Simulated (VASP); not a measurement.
The system is SnO2.

```xyz
3
Lattice="-0.0213 2.5335 2.5335 2.5335 -0.0213 2.5335 2.5122 2.5122 0.0000" Properties=species:S:1:pos:R:3 pbc="T T T"
Sn    0.0000    0.0000    0.0000
O     1.2561    1.2561    1.2691
O     3.7683    3.7683    3.7979
```

This cell differs from its parent crystal: shear xy strain -1.7%.

Base run:

- Program: VASP 6.6.1
- Functional: r2SCAN
- Potentials or basis: VASP PAW PBE potentials, release 64 (Sn_d, O)
- Cutoff: 520 eV
- k mesh: 8 × 8 × 8
- Occupations: gaussian, width 0.01 eV
- Spin: no spin polarisation

Its results: band gap on the k mesh 0.86 eV (least direct gap 2.24 eV); pressure 1.4 GPa; largest force 0.007 eV/Å.

The run is repeated on the same cell with these changes: functional from r2SCAN to PBE; occupations from gaussian, width 0.01 eV to fermi-dirac, width 0.02 eV. What comes out?

Band gap on the k mesh 0.28 eV (least direct gap 1.63 eV); pressure 10.0 GPa; largest force 0.024 eV/Å.

Caveats: spin-orbit coupling is left out, which moves the levels of the heavy elements; the PAW data sets were made with another functional, which shifts forces and pressure a little (at least some runs); the cell stands under pressure (at least some runs).

A k mesh can miss the band edges.
